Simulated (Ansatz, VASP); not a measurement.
# Two plane-wave programs on BaTe

```
CELL_PARAMETERS angstrom
6.32331 0.00000 0.00000
-3.16165 5.17349 0.00000
0.00000 0.00000 7.00217
ATOMIC_POSITIONS crystal
Ba 0.32980 0.65961 0.25000
Ba 0.67020 0.34039 0.75000
Te 0.67140 0.34280 0.25000
Te 0.32860 0.65720 0.75000
```

Change from the starting cell: uniaxial_x strain +5.8%.

Alike in both runs: task single point; functional r2SCAN; k mesh 6 × 6 × 4; no spin polarisation.

```csv
,VASP,Ansatz
version,VASP 6.6.1,Ansatz 0.2.0
potentials or method,"VASP PAW PBE potentials, release 64 (Ba_sv, Te)","plane waves, PAW"
plane-wave cutoff (eV),520,500
occupations,"gaussian, width 0.01 eV",fixed
valence electrons in the cell,32,52
```

VASP gave:

| Quantity | Value |
| --- | --- |
| gap on the k mesh at the Fermi level (eV) | 2.30 |
| pressure (GPa) | -0.9 |
| traceless stress, the component that is largest in VASP (GPa) | 0.75 |
| rms of the force components (eV/Å) | 0.003 |

Q: Estimate Ansatz's values.

A: gap on the k mesh at the Fermi level (eV): 2.37; pressure (GPa): -1.1; traceless stress, the component that is largest in VASP (GPa): 0.65; rms of the force components (eV/Å): 0.002.

VASP's potentials were made for PBE, not for r2SCAN. Atom by atom the forces differ by 0.002 eV/Å (rms over components). VASP's potentials hold 32 valence electrons a cell and Ansatz's 52, so a difference there can come from the potentials and not from the codes.

Neither program's run includes spin-orbit coupling.
